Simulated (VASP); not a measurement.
# LiTaO2 (P-3m1) in VASP: a series of runs

LiTaO2 is run at these levels: PBE; tasks: single point, relaxation of cell and atoms.

Everything below comes from runs of VASP 6.6.1. Logs are shortened: lines on timing, memory, paths and dates and some standing lists are left out, and cuts for length are marked.

## (1) The cell of the first run

It takes space group P-3m1 (No. 164, trigonal). The conventional cell has a = 2.857 Å, b = 2.857 Å, c = 5.563 Å, α = 90.00°, β = 90.00°, γ = 120.00°. Within 2.8 Å of Li (site symmetry -3m) lie 6 O at 2.14 Å and 2 Ta at 2.78 Å. Ta (site symmetry -3m) has 6 O at 2.18 Å and 2 Li at 2.78 Å and 6 Ta at 2.86 Å within 2.9 Å. Within 2.8 Å of O (site symmetry 3m) lie 3 Li at 2.14 Å and 3 Ta at 2.18 Å.

## (2) Single point, PBE

File INCAR:

```
  PREC = Accurate
  ENCUT = 520
  EDIFF = 1E-6
  ISMEAR = 0
  SIGMA = 0.1
  LREAL = F
  LASPH = T
  NELM = 100
  ALGO = Normal
  ISIF = 2
  LWAVE = F
  LCHARG = F
  GGA = PE
  NBANDS = 21
```

File KPOINTS:

```
Automatic mesh
0
Gamma
  6 6 4
```

File POSCAR:

```
LiTaO2
1.0
    2.8566576123      0.0000000000      0.0000000000
   -1.4283288062      2.4739380622      0.0000000000
    0.0000000000      0.0000000000      5.5626004160
Li Ta O
1 1 2
Direct
    0.0000000000      0.0000000000      0.5000000000
    0.0000000000      0.0000000000      0.0000000000
    0.6666666667      0.3333333333      0.2551799955
    0.3333333333      0.6666666667      0.7448200045
```

Potentials or basis: VASP PAW PBE potentials, release 64 (Li_sv, Ta_pv, O).

Launch:

```console
$ cat potpaw_PBE.64/Li_sv/POTCAR potpaw_PBE.64/Ta_pv/POTCAR potpaw_PBE.64/O/POTCAR > POTCAR
$ mpirun -np 1 vasp_std > vasp.out
```

OUTCAR:

```text
PREC = Accurate
   ENCUT = 520
   EDIFF = 1E-6
   ISMEAR = 0
   LREAL = F
   LASPH = T
   NELM = 100
   ISIF = 2
   GGA = PE

 ion  position               nearest neighbor table
   1  0.000  0.000  0.500-   3 2.14   4 2.14   3 2.14   4 2.14   3 2.14   4 2.14   2 2.78   2 2.78

   2  0.000  0.000  0.000-   3 2.18   4 2.18   3 2.18   4 2.18   3 2.18   4 2.18   1 2.78   1 2.78

   3  0.667  0.333  0.255-   1 2.14   1 2.14   1 2.14   2 2.18   2 2.18   2 2.18
   4  0.333  0.667  0.745-   1 2.14   1 2.14   1 2.14   2 2.18   2 2.18   2 2.18

  LATTYP: Found a hexagonal cell.
 ALAT       =     2.8566576123
 C/A-ratio  =     1.9472408566

  Lattice vectors:

 A1 = (   2.8566576123,   0.0000000000,   0.0000000000)
 A2 = (  -1.4283288062,   2.4739380622,   0.0000000000)
 A3 = (   0.0000000000,   0.0000000000,   5.5626004160)

Analysis of symmetry for initial positions (statically):
=====================================================================
 Subroutine PRICEL returns:
 Original cell was already a primitive cell.

 Routine SETGRP: Setting up the symmetry group for a
 hexagonal supercell.

 Subroutine GETGRP returns: Found 12 space group operations
 (whereof 12 operations were pure point group operations)
 out of a pool of 24 trial point group operations.

The static configuration has the point symmetry D_3d.

Analysis of symmetry for dynamics (positions and initial velocities):
=====================================================================
 Subroutine PRICEL returns:
 Original cell was already a primitive cell.

 Routine SETGRP: Setting up the symmetry group for a
 hexagonal supercell.

 Subroutine GETGRP returns: Found 12 space group operations
 (whereof 12 operations were pure point group operations)
 out of a pool of 24 trial point group operations.

The dynamic configuration has the point symmetry D_3d.

 Subroutine INISYM returns: Found 12 space group operations
 (whereof 12 operations are pure point group operations),
 and found     1 'primitive' translations

----------------------------------------------------------------------------------------

                                     Primitive cell

  volume of cell :      39.3120

  direct lattice vectors                    reciprocal lattice vectors
     2.856657612  0.000000000  0.000000000     0.350059453  0.202106919  0.000000000
    -1.428328806  2.473938062  0.000000000     0.000000000  0.404213838  0.000000000
     0.000000000  0.000000000  5.562600416     0.000000000  0.000000000  0.179772036

  length of vectors
     2.856657612  2.856657612  5.562600416     0.404213838  0.404213838  0.179772036

  position of ions in fractional coordinates (direct lattice)
     0.000000000  0.000000000  0.500000000
     0.000000000  0.000000000  0.000000000
     0.666666667  0.333333333  0.255179996
     0.333333333  0.666666667  0.744820004

  ion indices of the primitive-cell ions
   primitive index   ion index
                 1           1
                 2           2
                 3           3
                 4           4

----------------------------------------------------------------------------------------

 KPOINTS: Automatic mesh

Automatic generation of k-mesh.
 Grid dimensions read from file:
 generate k-points for:    6    6    4

 Generating k-lattice:

  Cartesian coordinates                     Fractional coordinates (reciprocal lattice)
     0.058343242  0.033684487  0.000000000     0.166666667 -0.000000000  0.000000000
     0.000000000  0.067368973  0.000000000     0.000000000  0.166666667  0.000000000
     0.000000000  0.000000000  0.044943009     0.000000000  0.000000000  0.250000000

  Length of vectors
     0.067368973  0.067368973  0.044943009

  Shift w.r.t. Gamma in fractional coordinates (k-lattice)
     0.000000000  0.000000000  0.000000000

 Subroutine IBZKPT returns following result:
 ===========================================

 Found     24 irreducible k-points:

 Following reciprocal coordinates:
            Coordinates               Weight
  0.000000  0.000000  0.000000      1.000000
  0.166667  0.000000  0.000000      6.000000
  0.333333  0.000000  0.000000      6.000000
  0.500000  0.000000  0.000000      3.000000
  0.166667  0.166667  0.000000      6.000000
  0.333333  0.166667  0.000000     12.000000
[... 16 lines left out ...]
  0.333333  0.166667  0.500000     12.000000
  0.333333  0.333333  0.500000      2.000000
   k-points           NKPTS =     24   k-points in BZ     NKDIM =     24   number of bands    NBANDS=     21
   number of dos      NEDOS =    301   number of ions     NIONS =      4
   total plane-waves  NPLWV =  24192
   dimension x,y,z NGX =    24 NGY =   24 NGZ =   42
   dimension x,y,z NGXF=    48 NGYF=   48 NGZF=   84
   ions per type =               1   1   2
   NGX,Y,Z   is equivalent  to a cutoff of  13.97, 13.97, 12.55 a.u.
   NGXF,Y,Z  is equivalent  to a cutoff of  27.93, 27.93, 25.10 a.u.
 SYSTEM =  unknown system
   PREC   = accura    normal or accurate (medium, high low for compatibility)
   ISTART =      0    job   : 0-new  1-cont  2-samecut
   ICHARG =      2    charge: 1-file 2-atom 10-const
   ISPIN  =      1    spin polarized calculation?
   LNONCOLLINEAR =      F non collinear calculations
   LSORBIT =      F    spin-orbit coupling
   LASPH  =      T    aspherical Exc in radial PAW
   ENCUT  =  520.0 eV  38.22 Ry    6.18 a.u.   5.31  5.31 10.34*2*pi/ulx,y,z
   NELM   =    100;   NELMIN=  2; NELMDL= -5     # of ELM steps
   EDIFF  = 0.1E-05   stopping-criterion for ELM
   LREAL  =      F    real-space projection
   EDIFFG = 0.1E-04   stopping-criterion for IOM
   NSW    =      0    number of steps for IOM
   IBRION =     -1    ionic relax: 0-MD 1-quasi-New 2-CG
   NFREE  =      0    steps in history (QN), initial steepest desc. (CG)
   ISIF   =      2    stress and relaxation
   ISYM   =      2    0-nonsym 1-usesym 2-fastsym
   POTIM  = 0.5000    time-step for ionic-motion
   TEBEG  =    0.0;   TEEND  =   0.0 temperature during run
   PSTRESS=    0.0 pullay stress
   NELECT =      26.0000    total number of electrons
   NUPDOWN=      -1.0000    fix difference up-down
   EMIN   =  10.00;   EMAX   =-10.00  energy-range for DOS
   EFERMI =   0.00;   METHOD = LEGACY
   ISMEAR =     0;   SIGMA  =   0.10  broadening in eV -4-tet -1-fermi 0-gaus
   EFERMI_NEDOS =   21; number of points for ismear=-14 and -15
   IALGO  =     38    algorithm
   IMIX   =      4    mixing-type and parameters
     AMIX     =   0.40;   BMIX     =  1.00
     AMIX_MAG =   1.60;   BMIX_MAG =  1.00
  volume/ion in A,a.u.               =       9.83        66.32
  Fermi-wavevector in a.u.,A,eV,Ry     =   1.426344  2.695400 27.680476  2.034458
  Thomas-Fermi vector in A             =   2.546631
   LORBIT       =      0    0 simple, 1 ext, 2 COOP (PROOUT), +10 PAW based schemes
   GGA     = PE    functional components
   LHFCALC =     F    Hartree Fock is set to
   AEXX    =    0.0000 exact exchange contribution
   IVDW    =     0    specifies the selected vdW correction
   LEPSILON=     F    determine dielectric tensor
   LRPA    =     F    only Hartree local field effects (RPA)
 non-spin polarized calculation
 Gauss-broadening in eV      SIGMA  =   0.10
  energy-cutoff  :      520.00
  volume of cell :       39.31
 maximum number of plane-waves:      1077
 NGX is ok and might be reduce to    24
   NGX = 11   NGY = 11   NGZ = 21

 number of electron      25.9999996 magnetization

 Free energy of the ion-electron system (eV)
  ---------------------------------------------------
  ext. energy  EPLUGINS =         0.00000000
  ---------------------------------------------------
  free energy    TOTEN  =       -32.17526350 eV

  energy without entropy =      -32.17067966  energy(sigma->0) =      -32.17297158

 E-fermi :   5.8724     XC(G=0): -11.6770

 val. band max:        5.7711746501   @ k =   0.1667   0.1667   0.0000
 cond. band min:       5.9381237495   @ k =   0.1667   0.1667   0.2500
 fundamental gap:      0.1669490994
 Fermi energy:         5.8724074897

 k-point     1 :       0.0000    0.0000    0.0000
  band No.  band energies     occupation
      1     -39.7961      2.00000
      2     -29.5024      2.00000
      3     -28.7963      2.00000
      4     -28.7963      2.00000
      5     -14.4881      2.00000
      6     -13.2521      2.00000
[... 13 lines left out ...]
     20      15.5671      0.00000
     21      18.7477      0.00000

 k-point     2 :       0.1667    0.0000    0.0000
  band No.  band energies     occupation
      1     -39.7887      2.00000
      2     -29.4300      2.00000
      3     -29.1424      2.00000
      4     -28.8695      2.00000
      5     -14.1303      2.00000
      6     -13.2945      2.00000
[... 13 lines left out ...]
     20      15.2423      0.00000
     21      19.4510      0.00000

 k-point     3 :       0.3333    0.0000    0.0000
  band No.  band energies     occupation
      1     -39.7738      2.00000
      2     -29.7851      2.00000
      3     -29.2796      2.00000
      4     -29.0129      2.00000
      5     -13.6075      2.00000
      6     -13.1968      2.00000
[... 13 lines left out ...]
     20      16.0483      0.00000
     21      17.8942      0.00000
[... 457 lines left out ...]
 k-point    23 :       0.3333    0.1667    0.5000
  band No.  band energies     occupation
      1     -39.7667      2.00000
      2     -29.9250      2.00000
      3     -29.2669      2.00000
      4     -29.2012      2.00000
      5     -13.4987      2.00000
      6     -12.9680      2.00000
[... 13 lines left out ...]
     20      16.5506      0.00000
     21      17.8302      0.00000

 k-point    24 :       0.3333    0.3333    0.5000
  band No.  band energies     occupation
      1     -39.7630      2.00000
      2     -29.6982      2.00000
      3     -29.6982      2.00000
      4     -29.1659      2.00000
      5     -13.1513      2.00000
      6     -13.1513      2.00000
[... 13 lines left out ...]
     20      16.9802      0.00000
     21      18.1503      0.00000

------------------------ aborting loop because EDIFF is reached ----------------------------------------

  FORCE on cell =-STRESS in cart. coord.  units (eV):
  Direction    XX          YY          ZZ          XY          YZ          ZX
  --------------------------------------------------------------------------------------
  -------------------------------------------------------------------------------------
  Total        0.1195781      0.1195781      0.1031387     -0.0000000      0.0000000      0.0000000
  in kB        4.8734588      4.8734588      4.2034662     -0.0000000      0.0000000      0.0000000
  external PRESSURE =       4.6501279 kB  Pullay stress =       0.0000000 kB

 VOLUME and BASIS-vectors are now :
 -----------------------------------------------------------------------------
  energy-cutoff  :      520.00
  volume of cell :       39.31
      direct lattice vectors                 reciprocal lattice vectors
     2.856657612  0.000000000  0.000000000     0.350059453  0.202106919  0.000000000
    -1.428328806  2.473938062  0.000000000     0.000000000  0.404213838  0.000000000
     0.000000000  0.000000000  5.562600416     0.000000000  0.000000000  0.179772036

 POSITION                                       TOTAL-FORCE (eV/Angst)
 -----------------------------------------------------------------------------------
      0.00000      0.00000      2.78130        -0.000000      0.000000      0.000000
      0.00000      0.00000      0.00000        -0.000000      0.000000      0.000000
      1.42833      0.82465      1.41946         0.000000      0.000000      0.056869
     -0.00000      1.64929      4.14314         0.000000     -0.000000     -0.056869
 -----------------------------------------------------------------------------------
    total drift:                                0.000000     -0.000000      0.000000

  FREE ENERGIE OF THE ION-ELECTRON SYSTEM (eV)
  ---------------------------------------------------
  free  energy   TOTEN  =       -32.1752635032 eV

  energy  without entropy=      -32.1706796602  energy(sigma->0) =      -32.17297158
```

Wall time 11 s (1 thread of Intel Xeon Platinum 8559C (Emerald Rapids), shared host); peak memory 0.17 GiB.

Results:

- Free energy: -32.1753 eV
- Largest force: 0.057 eV/Å
- Band gap on the k mesh: zero (band 13 reaches 7.13 eV, above the bottom of band 14 at 5.77 eV)

Forces on the atoms (eV/Å):
```
Li   0.000  0.000  0.000
Ta   0.000  0.000  0.000
O    0.000  0.000  0.057
O    0.000  0.000 -0.057
```

Levels at points of the mesh, in eV from the Fermi level:
```
           k point  band 10  band 11  band 12  band 13  band 14  band 15  band 16  band 17
(0.00, 0.00, 0.00)    -4.14    -3.02    -3.02    -1.07     0.95     0.95     3.05     4.56
(0.50, 0.00, 0.00)    -5.02    -4.92    -3.79    -1.98     4.60     4.96     5.32     6.09
(0.00, 0.00, 0.50)    -4.75    -3.07    -3.07    -0.23     0.93     0.93     3.29     4.64
(0.50, 0.00, 0.50)    -5.18    -4.14    -3.55    -2.38     4.14     4.87     5.01     5.94
```

Caveat: the k points lie up to 0.42 Å⁻¹ apart; the cutoff is under 1.25 times the usual one of these potentials, so pressure, stress and relaxed cells hold a basis-set (Pulay) error; spin-orbit coupling is left out, which moves the levels of the heavy elements.

## (3) Relaxation of cell and atoms, PBE

This run uses another cell than the first one, of 16.97 Å³/atom, 1.726 times its volume.

File INCAR:

```
PREC     = Accurate       # precision mode
ENCUT    = 600            # plane-wave cutoff, eV
EDIFF    = 1E-7           # SCF threshold, eV
ISMEAR   = 0              # smearing method
SIGMA    = 0.1            # smearing width, eV
LREAL    = False          # projectors in reciprocal space
LASPH    = True           # aspherical terms in the spheres
NELM     = 60             # most SCF steps
ALGO     = Normal         # electronic algorithm
ISIF     = 3              # what is computed and relaxed
LWAVE    = False          # write WAVECAR
LCHARG   = False          # write CHGCAR
GGA      = PE             # functional
IBRION   = 2              # ionic algorithm
NSW      = 90             # ionic steps
EDIFFG   = -0.04          # ionic threshold
```

KPOINTS is that of step 2.

File POSCAR:

```
LiTaO2
1.0
    3.8354486200      0.0000000000      0.0000000000
   -1.9177243100      3.3215959400      0.0000000000
    0.0000000000      0.0000000000      5.3274536100
Li Ta O
1 1 2
Direct
    0.0000000000      0.0000000000      0.5000000000
    0.0000000000      0.0000000000      0.0000000000
    0.6666666700      0.3333333300      0.2935223700
    0.3333333300      0.6666666700      0.7064776300
```

Potentials or basis: VASP PAW PBE potentials, release 64 (Li_sv, Ta_pv, O).

Launch:

```console
$ cat potpaw_PBE.64/Li_sv/POTCAR potpaw_PBE.64/Ta_pv/POTCAR potpaw_PBE.64/O/POTCAR > POTCAR
$ mpirun -np 1 vasp_std > vasp.out
```

Wall time 2.9 min (1 thread of Intel Xeon Platinum 8559C (Emerald Rapids), shared host); peak memory 0.25 GiB.

It converged, with:

* Free energy: -32.2154 eV
* Relaxed volume: 9.83 Å³/atom
* Relaxed cell: a = 2.859 Å, b = 2.859 Å, c = 5.553 Å, α = 90.00°, β = 90.00°, γ = 120.00°
* Space group after relaxing (to 0.05 Å): P-3m1 (No. 164)
* Energy gained by relaxing: 1944.4 meV/atom
* Ionic steps: 10
* Pressure after relaxing: 0.0 GPa
* Largest force after relaxing: 0.010 eV/Å
* Band gap on the k mesh: zero (band 13 reaches 7.11 eV, above the bottom of band 14 at 5.76 eV)

Forces on the atoms (eV/Å):
```
Li   0.000  0.000  0.000
Ta   0.000  0.000  0.000
O    0.000  0.000 -0.010
O    0.000  0.000  0.010
```

Stress tensor (GPa, compression positive):
```
-0.01  0.00  0.00
 0.00 -0.01  0.00
 0.00  0.00  0.08
```

The path:
```csv
step,energy change (eV),largest force (eV/Å),pressure (GPa),volume (Å³)
1,0.0000,3.2780,-31.57,67.87
2,-6.9779,0.1514,-4.14,39.73
3,-7.0721,0.6766,7.50,37.82
4,-7.7104,0.0706,9.80,37.08
5,-7.7130,0.0173,9.56,37.12
6,-7.7198,0.9172,-7.72,40.20
7,-7.7577,0.5118,-0.18,38.68
8,-7.7732,0.1668,-0.09,39.06
9,-7.7753,0.0062,-0.04,39.26
10,-7.7775,0.0104,0.02,39.31
```

Final structure:
```
CELL_PARAMETERS angstrom
2.85902 0.00000 0.00000
-1.42951 2.47599 0.00000
0.00000 0.00000 5.55312
ATOMIC_POSITIONS crystal
Li 0.00000 0.00000 0.50000
Ta 0.00000 0.00000 0.00000
O 0.66667 0.33333 0.25595
O 0.33333 0.66667 0.74405
```

Levels at points of the mesh, in eV from the Fermi level:
| k point | band 11 | band 12 | band 13 | band 14 | band 15 | band 16 |
| --- | --- | --- | --- | --- | --- | --- |
| (0.00, 0.00, 0.00) | -3.02 | -3.02 | -1.07 | 0.95 | 0.95 | 3.04 |
| (0.50, 0.00, 0.00) | -4.91 | -3.78 | -1.98 | 4.58 | 4.94 | 5.29 |
| (0.00, 0.00, 0.50) | -3.07 | -3.07 | -0.23 | 0.93 | 0.93 | 3.28 |
| (0.50, 0.00, 0.50) | -4.13 | -3.54 | -2.38 | 4.14 | 4.86 | 5.00 |

Caveat: the cutoff is under 1.25 times the usual one of these potentials, so pressure, stress and relaxed cells hold a basis-set (Pulay) error; the volume moved by over 15 % at a fixed basis, so the end points are rough; spin-orbit coupling is left out, which moves the levels of the heavy elements.
